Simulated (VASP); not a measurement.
# Sc3TlAs4 (P1) in VASP: single point with PBEsol

Aim: the single point of Sc3TlAs4 with PBEsol.

Everything below comes from runs of VASP 6.6.1. Logs are shortened: lines on timing, memory, paths and dates and some standing lists are left out, and cuts for length are marked.

**1. The cell of the first run**

The typed cell holds 8 atoms: a = 6.840 Å, b = 6.840 Å, c = 6.838 Å, α = 132.98°, β = 132.89°, γ = 68.77°.

**2. Single point, PBEsol**

The input, INCAR:

```
SYSTEM = Sc3TlAs4
ALGO = Normal ; EDIFF = 1E-6
ENCUT = 520 ; GGA = PS
ISIF = 2 ; ISMEAR = -1
LASPH = .TRUE. ; LCHARG = .FALSE.
LREAL = .FALSE. ; LWAVE = .FALSE.
NBANDS = 43 ; NELM = 80
PREC = Accurate ; SIGMA = 0.05
```

The input, KPOINTS:

```
k-points
0
G
  4 4 4
  0 0 0
```

The input, POSCAR:

```
Sc3TlAs4
1.0
   -2.7284634572      2.7342896760      5.6443254793
    2.7295745865     -2.7340837647      5.6448027519
    2.7263525097      2.7319897275     -5.6442033818
Sc Tl As
3 1 4
Direct
    0.4875532494      0.4838492124     -0.0331067272
    0.2462751487      0.7412181736      0.4828504386
    0.7460584455      0.2410918274      0.4829437811
    0.0668859770      0.0559570279      0.1183616445
   -0.0139795518      0.5539931254      0.5355776246
    0.7307252153      0.7262415909     -0.0239477738
    0.5635215967     -0.0178570510      0.5412825156
    0.2543116415      0.2497496295     -0.0240084271
```

Potentials or basis: VASP PAW PBE potentials, release 64 (Sc_sv, Tl_d, As).

Command:

```bash
$ cat potpaw_PBE.64/Sc_sv/POTCAR potpaw_PBE.64/Tl_d/POTCAR potpaw_PBE.64/As/POTCAR > POTCAR
$ mpirun -np 1 vasp_std > vasp.out
```

OUTCAR:

```text
SYSTEM = Sc3TlAs4
   EDIFF = 1E-6
   ENCUT = 520
   GGA = PS
   ISIF = 2
   ISMEAR = -1
   LASPH = .TRUE.
   LREAL = .FALSE.
   NELM = 80
   PREC = Accurate

 ion  position               nearest neighbor table
   1  0.488  0.484  0.967-   6 2.69   8 2.69   7 2.75   5 2.75   5 2.77   7 2.77   4 3.28
   2  0.246  0.741  0.483-   8 2.71   6 2.72   8 2.75   6 2.76   5 2.84   7 2.85   4 3.69   4 3.71

   3  0.746  0.241  0.483-   6 2.71   8 2.72   6 2.75   8 2.76   5 2.84   7 2.85   4 3.69   4 3.71

   4  0.067  0.056  0.118-   7 2.74   5 2.75   5 2.77   7 2.78   8 3.01   6 3.01   1 3.28   3 3.69
                             2 3.69   2 3.71   3 3.71
   5  0.986  0.554  0.536-   1 2.75   4 2.75   1 2.77   4 2.77   2 2.84   3 2.84
   6  0.731  0.726  0.976-   1 2.69   3 2.71   2 2.72   3 2.75   2 2.76   4 3.01
   7  0.564  0.982  0.541-   4 2.74   1 2.75   1 2.77   4 2.78   2 2.85   3 2.85
   8  0.254  0.250  0.976-   1 2.69   2 2.71   3 2.72   2 2.75   3 2.76   4 3.01

  LATTYP: Found a triclinic cell.
 ALAT       =     6.8387957614
 B/A-ratio  =     1.6507479799
 C/A-ratio  =     0.7993044394
 COS(alpha) =     0.0000405383
 COS(beta)  =     0.3993785362
 COS(gamma) =     0.8254732708

  Lattice vectors:

 A1 = (  -2.7274636390,  -2.7321956388,  -5.6449248494)
 A2 = (  -0.0011111293,  -0.0002059113, -11.2891282312)
 A3 = (   0.0021109475,  -5.4662794035,  -0.0001220975)

Analysis of symmetry for initial positions (statically):
=====================================================================
 Subroutine PRICEL returns:
 Original cell was already a primitive cell.

 Routine SETGRP: Setting up the symmetry group for a
 triclinic supercell.

 Subroutine GETGRP returns: Found  1 space group operations
 (whereof  1 operations were pure point group operations)
 out of a pool of  2 trial point group operations.

The static configuration has the point symmetry C_1 .

Analysis of symmetry for dynamics (positions and initial velocities):
=====================================================================
 Subroutine PRICEL returns:
 Original cell was already a primitive cell.

 Routine SETGRP: Setting up the symmetry group for a
 triclinic supercell.

 Subroutine GETGRP returns: Found  1 space group operations
 (whereof  1 operations were pure point group operations)
 out of a pool of  2 trial point group operations.

The dynamic configuration has the point symmetry C_1 .

 Subroutine INISYM returns: Found  1 space group operations
 (whereof  1 operations are pure point group operations),
[... 114 lines left out ...]
   ISIF   =      2    stress and relaxation
   ISYM   =      2    0-nonsym 1-usesym 2-fastsym
   POTIM  = 0.5000    time-step for ionic-motion
   TEBEG  =    0.0;   TEEND  =   0.0 temperature during run
   PSTRESS=    0.0 pullay stress
   NELECT =      66.0000    total number of electrons
   NUPDOWN=      -1.0000    fix difference up-down
   EMIN   =  10.00;   EMAX   =-10.00  energy-range for DOS
   EFERMI =   0.00;   METHOD = LEGACY
   ISMEAR =    -1;   SIGMA  =   0.05  broadening in eV -4-tet -1-fermi 0-gaus
   EFERMI_NEDOS =   21; number of points for ismear=-14 and -15
   IALGO  =     38    algorithm
   IMIX   =      4    mixing-type and parameters
     AMIX     =   0.40;   BMIX     =  1.00
     AMIX_MAG =   1.60;   BMIX_MAG =  1.00
  volume/ion in A,a.u.               =      21.04       142.00
  Fermi-wavevector in a.u.,A,eV,Ry     =   1.198191  2.264252 19.533349  1.435661
  Thomas-Fermi vector in A             =   2.334086
   LORBIT       =      0    0 simple, 1 ext, 2 COOP (PROOUT), +10 PAW based schemes
   GGA     = PS    functional components
   LHFCALC =     F    Hartree Fock is set to
   AEXX    =    0.0000 exact exchange contribution
   IVDW    =     0    specifies the selected vdW correction
   LEPSILON=     F    determine dielectric tensor
   LRPA    =     F    only Hartree local field effects (RPA)
 non-spin polarized calculation
  energy-cutoff  :      520.00
  volume of cell :      168.34
 maximum number of plane-waves:      4560
 NGX is ok and might be reduce to    54
   NGX = 25   NGY = 25   NGZ = 25

 number of electron      66.0000003 magnetization

 Free energy of the ion-electron system (eV)
  ---------------------------------------------------
  ext. energy  EPLUGINS =         0.00000000
  ---------------------------------------------------
  free energy    TOTEN  =       -49.97659421 eV

  energy without entropy =      -49.95800075  energy(sigma->0) =      -49.96729748

 E-fermi :   5.1627     XC(G=0): -10.5703

 val. band max:        5.1479445843   @ k =   0.5000  -0.2500   0.2500
 cond. band min:       5.1725121115   @ k =  -0.2500   0.5000   0.2500
 fundamental gap:      0.0245675272
 Fermi energy:         5.1627194985

 k-point     1 :       0.0000    0.0000    0.0000
  band No.  band energies     occupation
      1     -44.1976      2.00000
      2     -44.1923      2.00000
      3     -43.9996      2.00000
      4     -22.9693      2.00000
      5     -22.9549      2.00000
      6     -22.9283      2.00000
[... 1093 lines left out ...]
     42       7.8927      0.00000
     43       8.1132      0.00000

 [... further k-points ...]

------------------------ aborting loop because EDIFF is reached ----------------------------------------

  FORCE on cell =-STRESS in cart. coord.  units (eV):
  Direction    XX          YY          ZZ          XY          YZ          ZX
  --------------------------------------------------------------------------------------
  -------------------------------------------------------------------------------------
  Total        0.2923906      0.2213010      0.1972910     -0.0109170     -0.0004131     -0.0053990
  in kB        2.7828079      2.1062172      1.8777036     -0.1039019     -0.0039321     -0.0513842
  external PRESSURE =       2.2555762 kB  Pullay stress =       0.0000000 kB

 VOLUME and BASIS-vectors are now :
 -----------------------------------------------------------------------------
  energy-cutoff  :      520.00
  volume of cell :      168.34
      direct lattice vectors                 reciprocal lattice vectors
    -2.728463457  2.734289676  5.644325479     0.000060482  0.182937834  0.088577456
     2.729574587 -2.734083765  5.644802752     0.183277204  0.000068799  0.088562759
     2.726352510  2.731989727 -5.644203382     0.183357150  0.183010598 -0.000021385

 POSITION                                       TOTAL-FORCE (eV/Angst)
 -----------------------------------------------------------------------------------
      2.62652      2.65177      0.02580        -0.002967     -0.001904     -0.001566
      2.66768     -0.03402      2.84878         0.001081     -0.000728     -0.000702
     -0.06084      2.70017      2.84608        -0.001097     -0.000160      0.001182
      0.29294      0.35326      0.02534        -0.000792     -0.009542      0.000452
      0.28202      2.64459      5.66969         0.007784     -0.009412     -0.000067
      2.64964      2.67897      2.71490        -0.000231      0.001305      0.009574
      2.61901      0.33435      5.66959        -0.004154      0.019490      0.001858
      2.64873      2.67892     -2.66349         0.000376      0.000951     -0.010731
 -----------------------------------------------------------------------------------
    total drift:                                0.000434      0.000317     -0.000057

  FREE ENERGIE OF THE ION-ELECTRON SYSTEM (eV)
  ---------------------------------------------------
  free  energy   TOTEN  =       -49.9765942099 eV

  energy  without entropy=      -49.9580007518  energy(sigma->0) =      -49.96729748
```

OSZICAR:

```text
N       E                     dE             d eps       ncg     rms          rms(c)
DAV:   1     0.962798837799E+03    0.96280E+03   -0.28320E+04  3096   0.149E+03
DAV:   2     0.572624197399E+02   -0.90554E+03   -0.88754E+03  3968   0.559E+02
DAV:   3    -0.507775864251E+02   -0.10804E+03   -0.10395E+03  5234   0.204E+02
DAV:   4    -0.558583172975E+02   -0.50807E+01   -0.50219E+01  5008   0.465E+01
DAV:   5    -0.559435443290E+02   -0.85227E-01   -0.84987E-01  5040   0.830E+00    0.158E+01
DAV:   6    -0.500829062688E+02    0.58606E+01   -0.20459E+01  4776   0.297E+01    0.645E+00
DAV:   7    -0.500227356704E+02    0.60171E-01   -0.13151E+00  4664   0.658E+00    0.376E+00
DAV:   8    -0.499892867974E+02    0.33449E-01   -0.25018E-01  4648   0.354E+00    0.818E-01
DAV:   9    -0.499765256468E+02    0.12761E-01   -0.69258E-02  4632   0.249E+00    0.195E-01
DAV:  10    -0.499766090986E+02   -0.83452E-04   -0.45276E-03  4488   0.433E-01    0.110E-01
DAV:  11    -0.499766803273E+02   -0.71229E-04   -0.14397E-03  4648   0.281E-01    0.697E-02
DAV:  12    -0.499765967395E+02    0.83588E-04   -0.56435E-04  4608   0.168E-01    0.163E-02
DAV:  13    -0.499765946454E+02    0.20942E-05   -0.20184E-05  4712   0.311E-02    0.536E-03
DAV:  14    -0.499765942099E+02    0.43552E-06   -0.83841E-07  2736   0.774E-03
   1 F= -.49976594E+02 E0= -.49967297E+02  d E =-.185935E-01
```

Run time: 7 min. Hardware: 1 thread of AMD EPYC 7R13 (Zen 3), shared host; peak memory 0.51 GiB.

Results:

```yaml
Free_energy: -49.9766 eV
Pressure: 0.2 GPa
Largest_force: 0.020 eV/Å
Band_gap_on_the_k_mesh: zero (bands 33 and 34 overlap by 1.21 eV)
```

Forces on the atoms (eV/Å):
```
Sc  -0.003 -0.002 -0.002
Sc   0.001 -0.001 -0.001
Sc  -0.001  0.000  0.001
Tl  -0.001 -0.010  0.000
As   0.008 -0.009  0.000
As   0.000  0.001  0.010
As  -0.004  0.019  0.002
As   0.000  0.001 -0.011
```

Stress tensor (GPa, compression positive):
```
 0.28 -0.01 -0.01
-0.01  0.21  0.00
-0.01  0.00  0.19
```

Caveat: the PAW data sets were made with another functional, which shifts forces and pressure a little; spin-orbit coupling is left out, which moves the levels of the heavy elements.

The gap in the log of VASP goes by the Fermi energy; the results here count the filled bands.